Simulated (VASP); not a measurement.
# BSb2As3 (P6/mmm) in VASP: further runs, part 2 of 2

VASP 6.6.1. The steps go on from the part before.

**3. Single point, PBE**

This run uses another cell than the first one, of 36.54 Å³/atom.

INCAR reads:

```
ALGO = Normal
EDIFF = 1E-7
ENCUT = 520
GGA = PE
ISIF = 2
ISMEAR = 0
LASPH = T
LCHARG = T
LELF = T
LREAL = F
LVHAR = T
LWAVE = F
NBANDS = 23
NELM = 80
PREC = Accurate
SIGMA = 0.1
```

KPOINTS reads:

```
k-points
0
Gamma
  6 6 4
```

POSCAR reads:

```
BSb2As3
1.0
    5.5077373856     -0.0000000033      0.0000000000
   -2.7538686899      4.7698404949      0.0000000000
    0.0000000000      0.0000000000      8.3460204539
B Sb As
1 2 3
Direct
    0.0000000000      0.0000000000      0.5000000000
    0.0000000000      0.0000000000      0.2496708269
    0.0000000000      0.0000000000      0.7503291731
    0.5000000000      0.0000000000      0.5000000000
    0.0000000000      0.5000000000      0.5000000000
    0.5000000000      0.5000000000      0.5000000000
```

Potentials or basis: VASP PAW PBE potentials, release 64 (B, Sb, As).

Started as:

```bash
cat potpaw_PBE.64/B/POTCAR potpaw_PBE.64/Sb/POTCAR potpaw_PBE.64/As/POTCAR > POTCAR
mpirun -np 1 vasp_std > vasp.out
```

OUTCAR:

```text
EDIFF = 1E-7
   ENCUT = 520
   GGA = PE
   ISIF = 2
   ISMEAR = 0
   LASPH = T
   LREAL = F
   NELM = 80
   PREC = Accurate

 ion  position               nearest neighbor table
   1  0.000  0.000  0.500-   2 2.09   3 2.09
   2  0.000  0.000  0.250-   1 2.09
   3  0.000  0.000  0.750-   1 2.09
   4  0.500  0.000  0.500-   6 2.75   6 2.75   5 2.75   5 2.75
   5  0.000  0.500  0.500-   4 2.75   4 2.75   6 2.75   6 2.75
   6  0.500  0.500  0.500-   4 2.75   4 2.75   5 2.75   5 2.75

  LATTYP: Found a hexagonal cell.
 ALAT       =     5.5077373856
 C/A-ratio  =     1.5153265070

  Lattice vectors:

 A1 = (   5.5077373856,  -0.0000000033,   0.0000000000)
 A2 = (  -2.7538686899,   4.7698404949,   0.0000000000)
 A3 = (   0.0000000000,   0.0000000000,   8.3460204539)

Analysis of symmetry for initial positions (statically):
=====================================================================
 Subroutine PRICEL returns:
 Original cell was already a primitive cell.

 Routine SETGRP: Setting up the symmetry group for a
 hexagonal supercell.

 Subroutine GETGRP returns: Found 24 space group operations
 (whereof 24 operations were pure point group operations)
 out of a pool of 24 trial point group operations.

The static configuration has the point symmetry D_6h.

Analysis of symmetry for dynamics (positions and initial velocities):
=====================================================================
 Subroutine PRICEL returns:
 Original cell was already a primitive cell.

 Routine SETGRP: Setting up the symmetry group for a
 hexagonal supercell.

 Subroutine GETGRP returns: Found 24 space group operations
 (whereof 24 operations were pure point group operations)
 out of a pool of 24 trial point group operations.

The dynamic configuration has the point symmetry D_6h.

 Subroutine INISYM returns: Found 24 space group operations
 (whereof 24 operations are pure point group operations),
 and found     1 'primitive' translations

----------------------------------------------------------------------------------------

                                     Primitive cell

  volume of cell :     219.2585

  direct lattice vectors                    reciprocal lattice vectors
     5.507737386 -0.000000003  0.000000000     0.181562760  0.104825308  0.000000000
    -2.753868690  4.769840495  0.000000000     0.000000000  0.209650616  0.000000000
     0.000000000  0.000000000  8.346020454     0.000000000  0.000000000  0.119817583

  length of vectors
     5.507737386  5.507737386  8.346020454     0.209650616  0.209650616  0.119817583

  position of ions in fractional coordinates (direct lattice)
     0.000000000  0.000000000  0.500000000
     0.000000000  0.000000000  0.249670827
     0.000000000  0.000000000  0.750329173
     0.500000000  0.000000000  0.500000000
     1.000000000  0.500000000  0.500000000
     0.500000000  0.500000000  0.500000000

  ion indices of the primitive-cell ions
   primitive index   ion index
                 1           1
                 2           2
                 3           3
                 4           4
[... 25 lines left out ...]
 ===========================================

 Found     21 irreducible k-points:

 Following reciprocal coordinates:
            Coordinates               Weight
  0.000000  0.000000  0.000000      1.000000
  0.166667  0.000000  0.000000      6.000000
  0.333333 -0.000000  0.000000      6.000000
  0.500000  0.000000  0.000000      3.000000
  0.166667  0.166667  0.000000      6.000000
  0.333333  0.166667  0.000000     12.000000
[... 13 lines left out ...]
  0.333333  0.166667  0.500000     12.000000
  0.333333  0.333333  0.500000      2.000000
   k-points           NKPTS =     21   k-points in BZ     NKDIM =     21   number of bands    NBANDS=     23
   number of dos      NEDOS =    301   number of ions     NIONS =      6
   total plane-waves  NPLWV = 112896
   dimension x,y,z NGX =    42 NGY =   42 NGZ =   64
   dimension x,y,z NGXF=    84 NGYF=   84 NGZF=  128
   ions per type =               1   2   3
   NGX,Y,Z   is equivalent  to a cutoff of  12.68, 12.68, 12.75 a.u.
   NGXF,Y,Z  is equivalent  to a cutoff of  25.35, 25.35, 25.50 a.u.
 SYSTEM =  unknown system
   PREC   = accura    normal or accurate (medium, high low for compatibility)
   ISTART =      0    job   : 0-new  1-cont  2-samecut
   ICHARG =      2    charge: 1-file 2-atom 10-const
   ISPIN  =      1    spin polarized calculation?
   LNONCOLLINEAR =      F non collinear calculations
   LSORBIT =      F    spin-orbit coupling
   LASPH  =      T    aspherical Exc in radial PAW
   ENCUT  =  520.0 eV  38.22 Ry    6.18 a.u.  10.24 10.24 15.52*2*pi/ulx,y,z
   NELM   =     80;   NELMIN=  2; NELMDL= -5     # of ELM steps
   EDIFF  = 0.1E-06   stopping-criterion for ELM
   LREAL  =      F    real-space projection
   EDIFFG = 0.1E-05   stopping-criterion for IOM
   NSW    =      0    number of steps for IOM
   IBRION =     -1    ionic relax: 0-MD 1-quasi-New 2-CG
   NFREE  =      0    steps in history (QN), initial steepest desc. (CG)
   ISIF   =      2    stress and relaxation
   ISYM   =      2    0-nonsym 1-usesym 2-fastsym
   POTIM  = 0.5000    time-step for ionic-motion
   TEBEG  =    0.0;   TEEND  =   0.0 temperature during run
   PSTRESS=    0.0 pullay stress
   NELECT =      28.0000    total number of electrons
   NUPDOWN=      -1.0000    fix difference up-down
   EMIN   =  10.00;   EMAX   =-10.00  energy-range for DOS
   EFERMI =   0.00;   METHOD = LEGACY
   ISMEAR =     0;   SIGMA  =   0.10  broadening in eV -4-tet -1-fermi 0-gaus
   EFERMI_NEDOS =   21; number of points for ismear=-14 and -15
   IALGO  =     38    algorithm
   IMIX   =      4    mixing-type and parameters
     AMIX     =   0.40;   BMIX     =  1.00
     AMIX_MAG =   1.60;   BMIX_MAG =  1.00
  volume/ion in A,a.u.               =      36.54       246.60
  Fermi-wavevector in a.u.,A,eV,Ry     =   0.824408  1.557905  9.247171  0.679648
  Thomas-Fermi vector in A             =   1.936087
   LORBIT       =      0    0 simple, 1 ext, 2 COOP (PROOUT), +10 PAW based schemes
   GGA     = PE    functional components
   LHFCALC =     F    Hartree Fock is set to
   AEXX    =    0.0000 exact exchange contribution
   IVDW    =     0    specifies the selected vdW correction
   LEPSILON=     F    determine dielectric tensor
   LRPA    =     F    only Hartree local field effects (RPA)
 non-spin polarized calculation
 Gauss-broadening in eV      SIGMA  =   0.10
  energy-cutoff  :      520.00
  volume of cell :      219.26
 maximum number of plane-waves:      5929
 NGX is ok and might be reduce to    42
   NGX = 21   NGY = 21   NGZ = 31

 number of electron      28.0000002 magnetization

 Free energy of the ion-electron system (eV)
  ---------------------------------------------------
  ext. energy  EPLUGINS =         0.00000000
  ---------------------------------------------------
  free energy    TOTEN  =       -23.33403882 eV

  energy without entropy =      -23.31278716  energy(sigma->0) =      -23.32341299

 E-fermi :   2.1482     XC(G=0):  -7.2184

 val. band max:        2.1368717636   @ k =   0.3333   0.3333   0.0000
 cond. band min:       2.1599787847   @ k =   0.3333  -0.0000   0.0000
 fundamental gap:      0.0231070212
 Fermi energy:         2.1481890033

 k-point     1 :       0.0000    0.0000    0.0000
  band No.  band energies     occupation
      1     -11.7156      2.00000
      2      -7.5385      2.00000
      3      -7.4668      2.00000
      4      -6.8657      2.00000
      5      -6.8657      2.00000
      6      -3.8216      2.00000
[... 535 lines left out ...]
     22       4.7399      0.00000
     23       6.7986      0.00000

------------------------ aborting loop because EDIFF is reached ----------------------------------------

  FORCE on cell =-STRESS in cart. coord.  units (eV):
  Direction    XX          YY          ZZ          XY          YZ          ZX
  --------------------------------------------------------------------------------------
  -------------------------------------------------------------------------------------
  Total        0.0055344      0.0055344      0.6216012      0.0000000     -0.0000000      0.0000000
  in kB        0.0404415      0.0404415      4.5421963      0.0000000     -0.0000000      0.0000000
  external PRESSURE =       1.5410264 kB  Pullay stress =       0.0000000 kB

 VOLUME and BASIS-vectors are now :
 -----------------------------------------------------------------------------
  energy-cutoff  :      520.00
  volume of cell :      219.26
      direct lattice vectors                 reciprocal lattice vectors
     5.507737386 -0.000000003  0.000000000     0.181562760  0.104825308  0.000000000
    -2.753868690  4.769840495  0.000000000     0.000000000  0.209650616  0.000000000
     0.000000000  0.000000000  8.346020454     0.000000000  0.000000000  0.119817583

 POSITION                                       TOTAL-FORCE (eV/Angst)
 -----------------------------------------------------------------------------------
      0.00000      0.00000      4.17301         0.000000      0.000000      0.000000
      0.00000      0.00000      2.08376        -0.000000      0.000000     -0.139235
      0.00000      0.00000      6.26226         0.000000     -0.000000      0.139235
      2.75387     -0.00000      4.17301         0.000000      0.000000      0.000000
     -1.37693      2.38492      4.17301         0.000000      0.000000      0.000000
      1.37693      2.38492      4.17301         0.000000      0.000000      0.000000
 -----------------------------------------------------------------------------------
    total drift:                                0.000000     -0.000000     -0.000000

  FREE ENERGIE OF THE ION-ELECTRON SYSTEM (eV)
  ---------------------------------------------------
  free  energy   TOTEN  =       -23.3340388164 eV

  energy  without entropy=      -23.3127871579  energy(sigma->0) =      -23.32341299
```

OSZICAR:

```text
N       E                     dE             d eps       ncg     rms          rms(c)
DAV:   1     0.133357439325E+03    0.13336E+03   -0.97175E+03   966   0.948E+02
DAV:   2    -0.107759277485E+02   -0.14413E+03   -0.13762E+03  1281   0.157E+02
DAV:   3    -0.244817260245E+02   -0.13706E+02   -0.13370E+02  1232   0.522E+01
DAV:   4    -0.248287362181E+02   -0.34701E+00   -0.34471E+00  1116   0.921E+00
DAV:   5    -0.248377238015E+02   -0.89876E-02   -0.89858E-02  1418   0.152E+00    0.689E+00
DAV:   6    -0.233505970980E+02    0.14871E+01   -0.59112E+00  1172   0.103E+01    0.304E+00
DAV:   7    -0.233602228311E+02   -0.96257E-02   -0.85543E-01  1078   0.368E+00    0.190E+00
DAV:   8    -0.233354735115E+02    0.24749E-01   -0.78817E-02  1162   0.139E+00    0.715E-01
DAV:   9    -0.233321459129E+02    0.33276E-02   -0.13391E-02  1142   0.560E-01    0.135E-01
DAV:  10    -0.233331411071E+02   -0.99519E-03   -0.34463E-03  1071   0.261E-01    0.719E-02
DAV:  11    -0.233338931811E+02   -0.75207E-03   -0.10214E-03  1029   0.163E-01    0.277E-02
DAV:  12    -0.233339725284E+02   -0.79347E-04   -0.14745E-04  1160   0.548E-02    0.214E-02
DAV:  13    -0.233340235443E+02   -0.51016E-04   -0.57785E-05   994   0.320E-02    0.701E-03
DAV:  14    -0.233340363803E+02   -0.12836E-04   -0.14877E-05  1064   0.170E-02    0.370E-03
DAV:  15    -0.233340389327E+02   -0.25524E-05   -0.28877E-06  1057   0.844E-03    0.174E-03
DAV:  16    -0.233340387667E+02    0.16602E-06   -0.99536E-08  1020   0.149E-03    0.565E-04
DAV:  17    -0.233340388164E+02   -0.49747E-07   -0.50232E-08   862   0.131E-03
   1 F= -.23334039E+02 E0= -.23323413E+02  d E =-.212517E-01
```

Wall time 2.4 min (1 thread of Intel Xeon Platinum 8488C (Sapphire Rapids), shared host); peak memory 0.37 GiB.

Results:

```
Free energy            : -23.3340 eV
Pressure               : 0.2 GPa
Largest force          : 0.139 eV/Å
Band gap on the k mesh : zero (bands 14 and 15 overlap by 0.58 eV)
```

Forces on the atoms (eV/Å):
```
B    0.000  0.000  0.000
Sb   0.000  0.000 -0.139
Sb   0.000  0.000  0.139
As   0.000  0.000  0.000
As   0.000  0.000  0.000
As   0.000  0.000  0.000
```

Levels at points of the mesh, in eV from the Fermi level:
| k point | band 10 | band 11 | band 12 | band 13 | band 14 | band 15 | band 16 | band 17 | band 18 | band 19 |
| --- | --- | --- | --- | --- | --- | --- | --- | --- | --- | --- |
| (0.00, 0.00, 0.00) | -2.95 | -1.96 | -0.76 | -0.76 | 0.08 | 0.08 | 0.52 | 0.52 | 2.23 | 3.46 |
| (0.50, 0.00, 0.00) | -2.35 | -1.82 | -1.72 | -1.19 | -0.90 | -0.24 | 0.45 | 0.57 | 1.01 | 1.40 |
| (0.00, 0.00, 0.50) | -3.57 | -2.28 | -0.93 | -0.93 | 0.08 | 0.08 | 0.81 | 0.81 | 3.52 | 3.52 |
| (0.50, 0.00, 0.50) | -2.91 | -1.82 | -1.70 | -1.23 | -0.90 | -0.11 | 0.57 | 0.90 | 0.90 | 1.28 |

Caveat: semilocal functionals underestimate gaps, so a narrow gap can read as zero; spin-orbit coupling is left out, which moves the levels of the heavy elements; this functional lacks dispersion, which binds the layers, so the pressure and a relaxed spacing across them are unreliable.

**4. Relaxation of cell and atoms, PBE**

INCAR reads:

```
ALGO = Normal
EDIFF = 1E-7
EDIFFG = -0.04
ENCUT = 600
GGA = PE
IBRION = 2
ISIF = 3
ISMEAR = 0
LASPH = True
LCHARG = False
LREAL = False
LWAVE = False
NELM = 100
NSW = 90
PREC = Accurate
SIGMA = 0.1
```

KPOINTS is that of step 3.

POSCAR reads:

```
BSb2As3
1.0
    4.8046239300      0.0000000000      0.0000000000
   -2.4023119600      4.1609263800      0.0000000000
    0.0000000000      0.0000000000      7.4266718700
B Sb As
1 2 3
Direct
    0.0000000000      0.0000000000      0.5000000000
    0.0000000000      0.0000000000      0.2179178300
    0.0000000000      0.0000000000      0.7820821700
    0.5000000000      0.0000000000      0.5000000000
    0.0000000000      0.5000000000      0.5000000000
    0.5000000000      0.5000000000      0.5000000000
```

Started as:

```bash
cat potpaw_PBE.64/B/POTCAR potpaw_PBE.64/Sb/POTCAR potpaw_PBE.64/As/POTCAR > POTCAR
mpirun -np 1 vasp_std > vasp.out
```

Wall time 17 min (1 thread of Intel Xeon Platinum 8488C (Sapphire Rapids), shared host); peak memory 0.35 GiB.

It converged, with:

```yaml
Free_energy: -23.3310 eV
Relaxed_volume: 35.83 Å³/atom
Relaxed_cell: a = 5.497 Å, b = 5.497 Å, c = 8.215 Å, α = 90.00°, β = 90.00°, γ = 120.00°
Space_group_after_relaxing_to_0.1_Å: P6/mmm (No. 191)
Energy_gained_by_relaxing: 458.0 meV/atom
Ionic_steps: 18
Pressure_after_relaxing: 0.1 GPa
Largest_force_after_relaxing: 0.004 eV/Å
Band_gap_on_the_k_mesh: zero (bands 14 and 15 overlap by 0.58 eV)
```

Forces in eV/Å, atoms in the order of the input:
```
B    0.000  0.000  0.000
Sb   0.000  0.000 -0.004
Sb   0.000  0.000  0.004
As   0.000  0.000  0.000
As   0.000  0.000  0.000
As   0.000  0.000  0.000
```

The path:
```csv
step,energy change (eV),largest force (eV/Å),pressure (GPa),volume (Å³)
1,0.0000,2.0280,19.48,148.47
2,-1.8105,1.8056,-4.95,222.56
3,-2.3733,1.0462,-0.25,191.61
4,-2.5918,0.5786,0.59,192.91
5,-2.5945,0.4616,0.75,193.04
6,-2.6342,0.4053,0.32,197.32
7,-2.6687,0.1885,-0.31,205.61
8,-2.7082,0.2451,-0.25,206.60
9,-2.7285,0.3340,-0.03,207.97
10,-2.7358,0.1587,0.69,208.53
11,-2.7370,0.0197,0.49,208.38
12,-2.7443,0.0304,0.15,212.47
13,-2.7450,0.0356,0.02,214.19
14,-2.7458,0.1469,-0.22,215.54
15,-2.7461,0.0874,-0.14,215.10
16,-2.7473,0.0562,0.02,214.70
17,-2.7473,0.0497,0.06,214.61
18,-2.7478,0.0041,0.10,214.99
```

Final structure:
```cif
data_structure
_symmetry_space_group_name_H-M 'P 1'
_symmetry_Int_Tables_number 1
_cell_length_a 5.4972
_cell_length_b 5.4972
_cell_length_c 8.2148
_cell_angle_alpha 90.000
_cell_angle_beta 90.000
_cell_angle_gamma 120.000
_cell_volume 214.99
loop_
_atom_site_label
_atom_site_type_symbol
_atom_site_fract_x
_atom_site_fract_y
_atom_site_fract_z
_atom_site_occupancy
B1 B 0.00000 0.00000 0.50000 1
Sb1 Sb 0.00000 0.00000 0.24449 1
Sb2 Sb 0.00000 0.00000 0.75551 1
As1 As 0.50000 0.00000 0.50000 1
As2 As 0.00000 0.50000 0.50000 1
As3 As 0.50000 0.50000 0.50000 1
```

Levels at points of the mesh, in eV from the Fermi level:
| k point | band 10 | band 11 | band 12 | band 13 | band 14 | band 15 | band 16 | band 17 | band 18 |
| --- | --- | --- | --- | --- | --- | --- | --- | --- | --- |
| (0.00, 0.00, 0.00) | -2.92 | -1.88 | -0.72 | -0.72 | 0.10 | 0.10 | 0.49 | 0.49 | 2.17 |
| (0.50, 0.00, 0.00) | -2.26 | -1.81 | -1.70 | -1.17 | -0.89 | -0.24 | 0.46 | 0.52 | 1.02 |
| (0.00, 0.00, 0.50) | -3.66 | -2.27 | -0.93 | -0.93 | 0.09 | 0.09 | 0.84 | 0.84 | 3.56 |
| (0.50, 0.00, 0.50) | -2.88 | -1.82 | -1.67 | -1.22 | -0.89 | -0.09 | 0.61 | 0.85 | 0.92 |

Caveat: the volume moved by over 15 % at a fixed basis, so the end points are rough; semilocal functionals underestimate gaps, so a narrow gap can read as zero; spin-orbit coupling is left out, which moves the levels of the heavy elements; this functional lacks dispersion, which binds the layers, so the pressure and a relaxed spacing across them are unreliable.

**5. Single point, PBE**

This run uses another cell than the first one, of 36.97 Å³/atom.

INCAR reads:

```
SYSTEM = BSb2As3
PREC = Accurate ; ENCUT = 520
EDIFF = 1E-6 ; ISMEAR = 0
SIGMA = 0.1 ; LREAL = .False.
LASPH = .True. ; NELM = 100
ALGO = Normal ; ISIF = 2
LWAVE = .False. ; LCHARG = .False.
GGA = PE ; NBANDS = 23
```

KPOINTS reads:

```
regular mesh
0
Gamma
  12 12 6
  0 0 0
```

POSCAR reads:

```
BSb2As3
1.0
    5.5124466157      0.0000000000      0.0000000000
   -2.7562233079      4.7739188062      0.0000000000
    0.0000000000      0.0000000000      8.4300645345
B Sb As
1 2 3
Direct
    0.0000000000      0.0000000000      0.5000000000
    0.0000000000      0.0000000000      0.2522680448
    0.0000000000      0.0000000000      0.7477319552
    0.5000000000      0.0000000000      0.5000000000
    0.0000000000      0.5000000000      0.5000000000
    0.5000000000      0.5000000000      0.5000000000
```

Started as:

```bash
cat potpaw_PBE.64/B/POTCAR potpaw_PBE.64/Sb/POTCAR potpaw_PBE.64/As/POTCAR > POTCAR
mpirun -np 1 vasp_std > vasp.out
```

Run time: 7.6 min. Hardware: 1 thread of Intel Xeon Platinum 8488C (Sapphire Rapids), shared host; peak memory 0.57 GiB.

It converged, with:

```yaml
Free_energy: -23.3470 eV
Pressure: 0.1 GPa
Largest_force: 0.117 eV/Å
Band_gap_on_the_k_mesh: zero (bands 14 and 15 overlap by 0.88 eV)
```

Forces on the atoms (eV/Å):
```
B    0.000  0.000  0.000
Sb   0.000  0.000 -0.117
Sb   0.000  0.000  0.117
As   0.000  0.000  0.000
As   0.000  0.000  0.000
As   0.000  0.000  0.000
```

Stress tensor (GPa, compression positive):
```
0.00 0.00 0.00
0.00 0.00 0.00
0.00 0.00 0.35
```

Levels at points of the mesh, in eV from the Fermi level:
```tsv
k point	band 12	band 13	band 14	band 15	band 16	band 17
(0.00, 0.00, 0.00)	-0.79	-0.79	0.05	0.05	0.52	0.52
(0.50, 0.00, 0.00)	-1.75	-1.22	-0.90	-0.24	0.45	0.57
(0.00, 0.00, 0.50)	-0.93	-0.93	0.05	0.05	0.78	0.78
(0.50, 0.00, 0.50)	-1.72	-1.25	-0.90	-0.13	0.56	0.87
```

Caveat: spin-orbit coupling is left out, which moves the levels of the heavy elements; this functional lacks dispersion, which binds the layers, so the pressure and a relaxed spacing across them are unreliable.

**6. The runs side by side**

| task | cell | k mesh | cutoff (eV) | gap on the mesh (eV) | pressure (GPa) | largest force (eV/Å) |
| --- | --- | --- | --- | --- | --- | --- |
| single point | a = 4.805, b = 4.805, c = 7.427 Å, angles 90.0, 90.0, 120.0°, 6 atoms, atomic positions A | 6 × 6 × 4 | 520 | none | 19.5 | 2.03 |
| single point | a = 5.508, b = 5.508, c = 8.346 Å, angles 90.0, 90.0, 120.0°, 6 atoms, atomic positions B | 6 × 6 × 4 | 520 | none | 0.2 | 0.14 |
| relaxation of cell and atoms | relaxed from a = 4.805, b = 4.805, c = 7.427 Å, angles 90.0, 90.0, 120.0°, 6 atoms, atomic positions A | 6 × 6 × 4 | 600 | none | 0.1 | - |
| single point | a = 5.512, b = 5.512, c = 8.430 Å, angles 90.0, 90.0, 120.0°, 6 atoms, atomic positions B | 12 × 12 × 6 | 520 | none | 0.1 | 0.12 |

Alike in all rows: level PBE; potentials or basis VASP PAW PBE potentials, release 64 (B, Sb, As); no spin polarisation; smearing gaussian 0.1 eV.

Caveats: spin-orbit coupling is left out, which moves the levels of the heavy elements; this functional lacks dispersion, which binds the layers, so the pressure and a relaxed spacing across them are unreliable (at least some runs); semilocal functionals underestimate gaps, so a narrow gap can read as zero (at least some runs); the cell stands under pressure (at least some runs); forces of over 1 eV/Å act on the atoms, so gaps and moduli don't describe the material at rest (at least some runs); the volume moved by over 15 % at a fixed basis, so the end points are rough (at least some runs).

Total energies depend on the potentials used, so only differences within one code and one set of settings carry meaning.
